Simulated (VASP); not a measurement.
Here is a VASP 6.6.1 calculation.

The input INCAR:

```
  ALGO = Normal
  EDIFF = 1E-6
  ENCUT = 520
  GGA = PE
  ISIF = 2
  ISMEAR = 0
  LASPH = T
  LCHARG = F
  LREAL = F
  LWAVE = F
  NBANDS = 10
  NELM = 100
  PREC = Accurate
  SIGMA = 0.15
```

The input KPOINTS:

```
k-points
0
Gamma
  22 22 22
```

The input POSCAR:

```
Ir
1.0
    0.0000000000      2.0158768242      1.6407221472
    2.0158768242      0.0000000000      1.6407221472
    2.0158768242      2.0158768242      0.0000000000
Ir
1
Direct
    0.0000000000      0.0000000000      0.0000000000
```

Potentials or basis: VASP PAW PBE potentials, release 64 (Ir).

Command:

```sh
$ cat potpaw_PBE.64/Ir/POTCAR > POTCAR
$ mpirun -np 1 vasp_std > vasp.out
```

Q: Estimate the pressure.

A: 45.1 GPa.

Q: What does it give for the band gap on the k mesh?

A: Zero (an odd number of electrons rules out a gap without spin polarisation).

Stress tensor (GPa, compression positive):
```
25.30  0.00  0.00
 0.00 25.30  0.00
 0.00  0.00 84.75
```

Caveat: the cell stands under pressure; spin-orbit coupling is left out, which moves the levels of the heavy elements.
